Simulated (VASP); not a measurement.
# W (I4/mmm) in VASP: notebook

The runs below take W through single point, with PBE.

Everything below comes from runs of VASP 6.6.1. Logs are shortened: lines on timing, memory, paths and dates and some standing lists are left out, and cuts for length are marked.

## Step 1: The cell of the first run

It takes space group I4/mmm (No. 139, tetragonal). Conventional cell: a = 3.088 Å, b = 3.088 Å, c = 3.241 Å, α = 90.00°, β = 90.00°, γ = 90.00°. Within 3.6 Å of W (site symmetry 4/mmm) lie 14 W at 2.72 to 3.24 Å.

## Step 2: Single point, PBE (biaxial strain in the a-b plane: -3.0 %)

INCAR reads:

```
SYSTEM = W
PREC = Accurate
ENCUT = 520
EDIFF = 1E-7
ISMEAR = 0
SIGMA = 0.1
LREAL = .FALSE.
LASPH = .TRUE.
NELM = 60
ALGO = Fast
ISIF = 2
LWAVE = .FALSE.
LCHARG = .FALSE.
GGA = PE
NBANDS = 21
```

KPOINTS reads:

```
regular mesh
0
G
  16 16 16
  0 0 0
```

POSCAR reads:

```
W
1.0
    3.0880562595      0.0000000000      0.0000000000
    0.0000000000      3.0880562595      0.0000000000
    0.0000000000      0.0000000000      3.2408672909
W
2
Direct
    0.0000000000      0.0000000000      0.0000000000
    0.5000000000      0.5000000000      0.5000000000
```

Potentials or basis: VASP PAW PBE potentials, release 64 (W_sv).

Launch:

```sh
cat potpaw_PBE.64/W_sv/POTCAR > POTCAR
mpirun -np 1 vasp_std > vasp.out
```

OUTCAR:

```text
SYSTEM = W
   PREC = Accurate
   ENCUT = 520
   EDIFF = 1E-7
   ISMEAR = 0
   LREAL = .FALSE.
   LASPH = .TRUE.
   NELM = 60
   ISIF = 2
   GGA = PE

 ion  position               nearest neighbor table
   1  0.000  0.000  0.000-   2 2.72   2 2.72   2 2.72   2 2.72   2 2.72   2 2.72   2 2.72   2 2.72

   2  0.500  0.500  0.500-   1 2.72   1 2.72   1 2.72   1 2.72   1 2.72   1 2.72   1 2.72   1 2.72

  LATTYP: Found a simple tetragonal cell.
 ALAT       =     3.0880562595
 C/A-ratio  =     1.0494845361

  Lattice vectors:

 A1 = (   3.0880562595,   0.0000000000,   0.0000000000)
 A2 = (   0.0000000000,   3.0880562595,   0.0000000000)
 A3 = (   0.0000000000,   0.0000000000,   3.2408672909)

Analysis of symmetry for initial positions (statically):
=====================================================================
 Subroutine PRICEL returns following result:

  LATTYP: Found a body centered tetragonal cell.
 ALAT       =     3.0880562595
 C/A-ratio  =     1.0494845361

  Lattice vectors:

 A1 = (  -1.5440281298,  -1.5440281298,  -1.6204336454)
 A2 = (   1.5440281298,   1.5440281298,  -1.6204336455)
 A3 = (   1.5440281298,  -1.5440281298,   1.6204336454)

   2 primitive cells build up your supercell.

 Routine SETGRP: Setting up the symmetry group for a
 simple tetragonal supercell.

 Subroutine GETGRP returns: Found 16 space group operations
 (whereof 16 operations were pure point group operations)
 out of a pool of 16 trial point group operations.

The static configuration has the point symmetry D_4h.

Analysis of symmetry for dynamics (positions and initial velocities):
=====================================================================
 Subroutine PRICEL returns following result:

  LATTYP: Found a body centered tetragonal cell.
 ALAT       =     3.0880562595
 C/A-ratio  =     1.0494845361

  Lattice vectors:

 A1 = (  -1.5440281298,  -1.5440281298,  -1.6204336454)
 A2 = (   1.5440281298,   1.5440281298,  -1.6204336455)
 A3 = (   1.5440281298,  -1.5440281298,   1.6204336454)

   2 primitive cells build up your supercell.

 Routine SETGRP: Setting up the symmetry group for a
 simple tetragonal supercell.

 Subroutine GETGRP returns: Found 16 space group operations
 (whereof 16 operations were pure point group operations)
 out of a pool of 16 trial point group operations.

The dynamic configuration has the point symmetry D_4h.

 Subroutine INISYM returns: Found 16 space group operations
 (whereof 16 operations are pure point group operations),
 and found     2 'primitive' translations

----------------------------------------------------------------------------------------

                                     Primitive cell

  volume of cell :      15.4526

  direct lattice vectors                    reciprocal lattice vectors
    -1.544028130 -1.544028130 -1.620433645    -0.000000000 -0.323828297 -0.308559379
     1.544028130  1.544028130 -1.620433645     0.323828297  0.000000000 -0.308559379
     1.544028130 -1.544028130  1.620433645     0.323828297 -0.323828297  0.000000000

  length of vectors
     2.719163645  2.719163645  2.719163645     0.447295939  0.447295939  0.457962370

  position of ions in fractional coordinates (direct lattice)
     0.000000000  0.000000000  0.000000000

  ion indices of the primitive-cell ions
   primitive index   ion index
                 1           1

----------------------------------------------------------------------------------------

 KPOINTS: regular mesh

Automatic generation of k-mesh.
 Grid dimensions read from file:
 generate k-points for:   16   16   16

 Generating k-lattice:

  Cartesian coordinates                     Fractional coordinates (reciprocal lattice)
     0.020239269  0.000000000  0.000000000     0.062500000  0.000000000  0.000000000
     0.000000000  0.020239269  0.000000000     0.000000000  0.062500000  0.000000000
     0.000000000  0.000000000  0.019284961     0.000000000  0.000000000  0.062500000

  Length of vectors
     0.020239269  0.020239269  0.019284961

  Shift w.r.t. Gamma in fractional coordinates (k-lattice)
     0.000000000  0.000000000  0.000000000

 Subroutine IBZKPT returns following result:
 ===========================================

 Found    405 irreducible k-points:

 Following reciprocal coordinates:
            Coordinates               Weight
  0.000000  0.000000  0.000000      1.000000
  0.062500  0.000000  0.000000      4.000000
  0.125000  0.000000  0.000000      4.000000
  0.187500  0.000000  0.000000      4.000000
  0.250000  0.000000  0.000000      4.000000
  0.312500  0.000000  0.000000      4.000000
[... 16 lines left out ...]
  0.437500  0.125000  0.000000      8.000000
  0.500000  0.125000  0.000000      4.000000
 [... further k-points ...]
   k-points           NKPTS =    405   k-points in BZ     NKDIM =    405   number of bands    NBANDS=     21
   number of dos      NEDOS =    301   number of ions     NIONS =      2
   total plane-waves  NPLWV =  13824
   dimension x,y,z NGX =    24 NGY =   24 NGZ =   24
   dimension x,y,z NGXF=    48 NGYF=   48 NGZF=   48
   ions per type =               2
   NGX,Y,Z   is equivalent  to a cutoff of  12.92, 12.92, 12.31 a.u.
   NGXF,Y,Z  is equivalent  to a cutoff of  25.84, 25.84, 24.62 a.u.
 SYSTEM =  W
   PREC   = accura    normal or accurate (medium, high low for compatibility)
   ISTART =      0    job   : 0-new  1-cont  2-samecut
   ICHARG =      2    charge: 1-file 2-atom 10-const
   ISPIN  =      1    spin polarized calculation?
   LNONCOLLINEAR =      F non collinear calculations
   LSORBIT =      F    spin-orbit coupling
   LASPH  =      T    aspherical Exc in radial PAW
   ENCUT  =  520.0 eV  38.22 Ry    6.18 a.u.   5.74  5.74  6.03*2*pi/ulx,y,z
   NELM   =     60;   NELMIN=  2; NELMDL= -5     # of ELM steps
   EDIFF  = 0.1E-06   stopping-criterion for ELM
   LREAL  =      F    real-space projection
   EDIFFG = 0.1E-05   stopping-criterion for IOM
   NSW    =      0    number of steps for IOM
   IBRION =     -1    ionic relax: 0-MD 1-quasi-New 2-CG
   NFREE  =      0    steps in history (QN), initial steepest desc. (CG)
   ISIF   =      2    stress and relaxation
   ISYM   =      2    0-nonsym 1-usesym 2-fastsym
   POTIM  = 0.5000    time-step for ionic-motion
   TEBEG  =    0.0;   TEEND  =   0.0 temperature during run
   PSTRESS=    0.0 pullay stress
   NELECT =      28.0000    total number of electrons
   NUPDOWN=      -1.0000    fix difference up-down
   EMIN   =  10.00;   EMAX   =-10.00  energy-range for DOS
   EFERMI =   0.00;   METHOD = LEGACY
   ISMEAR =     0;   SIGMA  =   0.10  broadening in eV -4-tet -1-fermi 0-gaus
   EFERMI_NEDOS =   21; number of points for ismear=-14 and -15
   IALGO  =     68    algorithm
   IMIX   =      4    mixing-type and parameters
     AMIX     =   0.40;   BMIX     =  1.00
     AMIX_MAG =   1.60;   BMIX_MAG =  1.00
  volume/ion in A,a.u.               =      15.45       104.28
  Fermi-wavevector in a.u.,A,eV,Ry     =   1.584104  2.993522 34.142252  2.509385
  Thomas-Fermi vector in A             =   2.683773
   LORBIT       =      0    0 simple, 1 ext, 2 COOP (PROOUT), +10 PAW based schemes
   GGA     = PE    functional components
   LHFCALC =     F    Hartree Fock is set to
   AEXX    =    0.0000 exact exchange contribution
   IVDW    =     0    specifies the selected vdW correction
   LEPSILON=     F    determine dielectric tensor
   LRPA    =     F    only Hartree local field effects (RPA)
 non-spin polarized calculation
 RMM-DIIS sequential band-by-band and
 Gauss-broadening in eV      SIGMA  =   0.10
  energy-cutoff  :      520.00
  volume of cell :       30.91
 maximum number of plane-waves:       868
 NGX is ok and might be reduce to    24
   NGX = 11   NGY = 11   NGZ = 13

 number of electron      28.0000006 magnetization

 Free energy of the ion-electron system (eV)
  ---------------------------------------------------
  ext. energy  EPLUGINS =         0.00000000
  ---------------------------------------------------
  free energy    TOTEN  =       -25.79611698 eV

  energy without entropy =      -25.79098270  energy(sigma->0) =      -25.79354984

 E-fermi :  11.8527     XC(G=0): -13.7854

 val. band max:       11.8499887981   @ k =   0.1250   0.0000   0.4375
 cond. band min:      11.8550778844   @ k =   0.5000   0.1250   0.5000
 fundamental gap:      0.0050890862
 Fermi energy:        11.8527061225

 k-point     1 :       0.0000    0.0000    0.0000
  band No.  band energies     occupation
      1     -62.3312      2.00000
      2     -62.0713      2.00000
      3     -26.9243      2.00000
      4     -26.7775      2.00000
      5     -26.7775      2.00000
      6     -25.8626      2.00000
[... 13 lines left out ...]
     20      19.4108      0.00000
     21      20.7162      0.00000

 k-point     2 :       0.0625    0.0000    0.0000
  band No.  band energies     occupation
      1     -62.3283      2.00000
      2     -62.0734      2.00000
      3     -26.9138      2.00000
      4     -26.7802      2.00000
      5     -26.7682      2.00000
      6     -25.8724      2.00000
[... 13 lines left out ...]
     20      20.1644      0.00000
     21      20.3634      0.00000

 k-point     3 :       0.1250    0.0000    0.0000
  band No.  band energies     occupation
      1     -62.3196      2.00000
      2     -62.0794      2.00000
      3     -26.8827      2.00000
      4     -26.7868      2.00000
      5     -26.7405      2.00000
      6     -25.9333      2.00000
[... 13 lines left out ...]
     20      19.4985      0.00000
     21      21.5649      0.00000

 k-point     4 :       0.1875    0.0000    0.0000
  band No.  band energies     occupation
      1     -62.3057      2.00000
      2     -62.0895      2.00000
      3     -26.8323      2.00000
      4     -26.7932      2.00000
      5     -26.6958      2.00000
      6     -26.0291      2.00000
[... 13 lines left out ...]
     20      18.4412      0.00000
     21      23.1530      0.00000

 k-point     5 :       0.2500    0.0000    0.0000
  band No.  band energies     occupation
      1     -62.2874      2.00000
      2     -62.1034      2.00000
      3     -26.7939      2.00000
      4     -26.7646      2.00000
      5     -26.6358      2.00000
      6     -26.1479      2.00000
[... 13 lines left out ...]
     20      17.4181      0.00000
     21      24.8411      0.00000

 k-point     6 :       0.3125    0.0000    0.0000
  band No.  band energies     occupation
      1     -62.2654      2.00000
      2     -62.1208      2.00000
      3     -26.7823      2.00000
      4     -26.6824      2.00000
      5     -26.5631      2.00000
      6     -26.2778      2.00000
[... 13 lines left out ...]
     20      16.5879      0.00000
     21      26.5890      0.00000

 k-point     7 :       0.3750    0.0000    0.0000
  band No.  band energies     occupation
      1     -62.2410      2.00000
      2     -62.1414      2.00000
      3     -26.7526      2.00000
      4     -26.5891      2.00000
      5     -26.4808      2.00000
      6     -26.4068      2.00000
[... 13 lines left out ...]
     20      16.0659      0.00000
     21      27.6613      0.00000
[... 291 lines left out ...]
      1     -62.2786      2.00000
      2     -62.1086      2.00000
      3     -26.8948      2.00000
      4     -26.7331      2.00000
      5     -26.5226      2.00000
      6     -26.3087      2.00000
[... 13 lines left out ...]
     20      18.6611      0.00000
     21      24.0533      0.00000

 k-point    21 :       0.3125    0.1250    0.0000
  band No.  band energies     occupation
      1     -62.2581      2.00000
      2     -62.1245      2.00000
      3     -26.8977      2.00000
      4     -26.6563      2.00000
      5     -26.4439      2.00000
      6     -26.4406      2.00000
[... 13 lines left out ...]
     20      17.6099      0.00000
     21      25.3297      0.00000

 k-point    22 :       0.3750    0.1250    0.0000
  band No.  band energies     occupation
      1     -62.2353      2.00000
      2     -62.1433      2.00000
      3     -26.8803      2.00000
      4     -26.5693      2.00000
      5     -26.5672      2.00000
      6     -26.3596      2.00000
[... 13 lines left out ...]
     20      16.7705      0.00000
     21      26.0296      0.00000

 k-point    23 :       0.4375    0.1250    0.0000
  band No.  band energies     occupation
      1     -62.2114      2.00000
      2     -62.1645      2.00000
      3     -26.8388      2.00000
      4     -26.6798      2.00000
      5     -26.4756      2.00000
      6     -26.2835      2.00000
[... 13 lines left out ...]
     20      16.2255      0.00000
     21      26.1106      0.00000

 k-point    24 :       0.5000    0.1250    0.0000
  band No.  band energies     occupation
      1     -62.1875      2.00000
      2     -62.1875      2.00000
      3     -26.7716      2.00000
      4     -26.7716      2.00000
      5     -26.3791      2.00000
      6     -26.3791      2.00000
[... 13 lines left out ...]
     20      15.9451      0.00000
     21      25.8699      0.00000

 [... further k-points ...]

------------------------ aborting loop because EDIFF is reached ----------------------------------------

  FORCE on cell =-STRESS in cart. coord.  units (eV):
  Direction    XX          YY          ZZ          XY          YZ          ZX
  --------------------------------------------------------------------------------------
  -------------------------------------------------------------------------------------
  Total        3.9629792      3.9629792      0.9721608      0.0000000      0.0000000      0.0000000
  in kB      205.4474319    205.4474319     50.3984304      0.0000000      0.0000000      0.0000000
  external PRESSURE =     153.7644314 kB  Pullay stress =       0.0000000 kB

 VOLUME and BASIS-vectors are now :
 -----------------------------------------------------------------------------
  energy-cutoff  :      520.00
  volume of cell :       30.91
      direct lattice vectors                 reciprocal lattice vectors
     3.088056260  0.000000000  0.000000000     0.323828297  0.000000000  0.000000000
     0.000000000  3.088056260  0.000000000     0.000000000  0.323828297  0.000000000
     0.000000000  0.000000000  3.240867291     0.000000000  0.000000000  0.308559379

 POSITION                                       TOTAL-FORCE (eV/Angst)
 -----------------------------------------------------------------------------------
      0.00000      0.00000      0.00000         0.000000     -0.000000     -0.000000
      1.54403      1.54403      1.62043        -0.000000      0.000000      0.000000
 -----------------------------------------------------------------------------------
    total drift:                                0.000000      0.000000     -0.000000

  FREE ENERGIE OF THE ION-ELECTRON SYSTEM (eV)
  ---------------------------------------------------
  free  energy   TOTEN  =       -25.7961169763 eV

  energy  without entropy=      -25.7909826982  energy(sigma->0) =      -25.79354984
```

Wall time 3.8 min (1 thread of Intel Xeon 8259CL, shared host); peak memory 0.31 GiB.

Results:

```yaml
Free_energy: -25.7961 eV
Pressure: 15.4 GPa
Band_gap_on_the_k_mesh: zero (bands 14 and 15 overlap by 1.77 eV)
```

Levels at points of the mesh, in eV from the Fermi level:
```
           k point  band 11  band 12  band 13  band 14  band 15  band 16  band 17  band 18
(0.00, 0.00, 0.00)    -6.00    -1.49    -1.49    -0.86     1.83     2.69     5.18     5.40
(0.50, 0.00, 0.00)    -2.92    -2.92    -0.95    -0.95    -0.47    -0.47     1.28     1.28
(0.50, 0.50, 0.00)    -4.15    -4.15     1.00     1.00     2.78     2.78     3.52     3.52
(0.00, 0.00, 0.50)    -3.11    -3.11    -0.33    -0.33    -0.33    -0.33     1.60     1.60
(0.50, 0.00, 0.50)    -3.49    -3.49     0.61     0.61     1.74     1.74     3.24     3.24
(0.50, 0.50, 0.50)    -2.96    -2.96    -2.96    -2.96     3.06     3.06     3.64     3.64
```

Caveat: the cell differs from its parent crystal (biaxial strain in the a-b plane: -3.0 %); the cell stands under pressure; spin-orbit coupling is left out, which moves the levels of the heavy elements.

## Step 3: Single point, PBE (biaxial strain in the a-b plane: -3.0 %, then relaxed in part)

INCAR reads:

```
ALGO = Fast
EDIFF = 1E-6
ENCUT = 520
GGA = PE
ISIF = 2
ISMEAR = 0
LASPH = T
LCHARG = F
LREAL = F
LWAVE = F
NBANDS = 21
NELM = 80
PREC = Accurate
SIGMA = 0.1
```

KPOINTS reads:

```
k-points
0
Gamma
  16 16 16
```

Changes to POSCAR since step 2:

```diff
@@ -4,3 +4,3 @@
     0.0000000000      3.0880562595      0.0000000000
-    0.0000000000      0.0000000000      3.2408672909
+    0.0000000000      0.0000000000      3.2679459983
 W
```

Potentials or basis: VASP PAW PBE potentials, release 64 (W_sv).

Launch:

```sh
cat potpaw_PBE.64/W_sv/POTCAR > POTCAR
mpirun -np 1 vasp_std > vasp.out
```

Run time: 3.7 min. Hardware: 1 thread of Intel Xeon 8259CL, shared host; peak memory 0.31 GiB.

The run converged. Its results:

| Property | Result |
| --- | --- |
| Free energy | -25.8008 eV |
| Pressure | 12.5 GPa |
| Band gap on the k mesh | zero (bands 14 and 15 overlap by 1.78 eV) |

Stress tensor (GPa, compression positive):
```
18.45  0.00  0.00
 0.00 18.45  0.00
 0.00  0.00  0.72
```

Levels at points of the mesh, in eV from the Fermi level:
| k point | band 10 | band 11 | band 12 | band 13 | band 14 | band 15 | band 16 | band 17 | band 18 | band 19 |
| --- | --- | --- | --- | --- | --- | --- | --- | --- | --- | --- |
| (0.00, 0.00, 0.00) | -6.09 | -5.91 | -1.49 | -1.49 | -0.76 | 1.74 | 2.73 | 5.11 | 5.36 | 5.36 |
| (0.50, 0.00, 0.00) | -5.15 | -2.85 | -2.85 | -1.00 | -1.00 | -0.43 | -0.43 | 1.27 | 1.27 | 4.03 |
| (0.50, 0.50, 0.00) | -6.41 | -4.17 | -4.17 | 1.03 | 1.03 | 2.85 | 2.85 | 3.54 | 3.54 | 6.39 |
| (0.00, 0.00, 0.50) | -5.54 | -3.07 | -3.07 | -0.27 | -0.27 | -0.27 | -0.27 | 1.63 | 1.63 | 2.68 |
| (0.50, 0.00, 0.50) | -6.42 | -3.40 | -3.40 | 0.58 | 0.58 | 1.63 | 1.63 | 3.24 | 3.24 | 6.18 |
| (0.50, 0.50, 0.50) | -3.28 | -2.92 | -2.92 | -2.92 | -2.92 | 2.97 | 2.97 | 3.66 | 3.66 | 6.95 |

Caveat: the cell differs from its parent crystal (biaxial strain in the a-b plane: -3.0 %, then relaxed in part); the cell stands under pressure; spin-orbit coupling is left out, which moves the levels of the heavy elements.
